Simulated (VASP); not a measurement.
AlN: single point with PBEsol

AlN:

```xyz
4
Lattice="3.3535 0.0000 0.0000 -1.6767 2.9042 0.0000 0.0000 0.0000 4.2053" Properties=species:S:1:pos:R:3 pbc="T T T"
Al    0.0000    1.9361    3.1540
Al    1.6767    0.9681    1.0513
N     0.0000    1.9361    1.0513
N     1.6767    0.9681    3.1540
```

This cell differs from its parent crystal: volume 10.239 Å^3 an atom, c/a of the conventional cell 1.2540.

| Property | Result |
| --- | --- |
| Program | VASP 6.6.1 |
| Task | single point |
| Functional | PBEsol |
| Potentials or basis | VASP PAW PBE potentials, release 64 (Al, N) |
| Cutoff | 520 eV |
| k mesh | 9 × 9 × 6 |
| Occupations | gaussian, width 0.05 eV |
| Spin | no spin polarisation |
| Dipole correction | no |
| Further INCAR settings | ALGO = Normal; EDIFF = 1e-06; NBANDS = 16 |

| Item | Value |
| --- | --- |
| Pressure | -9.3 GPa |
| Band gap on the k mesh | 3.00 eV, direct |

Stress tensor (GPa, compression positive):
```
-9.76  0.00  0.00
 0.00 -9.76  0.00
 0.00  0.00 -8.24
```

Levels at points of the mesh, in eV from the valence-band top:
```csv
k point,band 5,band 6,band 7,band 8,band 9,band 10,band 11,band 12
"(0.00, 0.00, 0.00)",-3.19,-1.51,-1.51,0.00,3.00,4.11,7.97,7.97
"(0.00, 0.00, 0.50)",-2.39,-2.39,-2.39,-2.39,5.41,5.41,8.16,8.16
```

Wall time 14 s on 1 thread of Intel(R) Xeon(R) 6975P-C (Granite Rapids), with other jobs on the host, peak memory 0.17 GiB.

Caveat: the PAW data sets were made with another functional, which shifts forces and pressure a little.
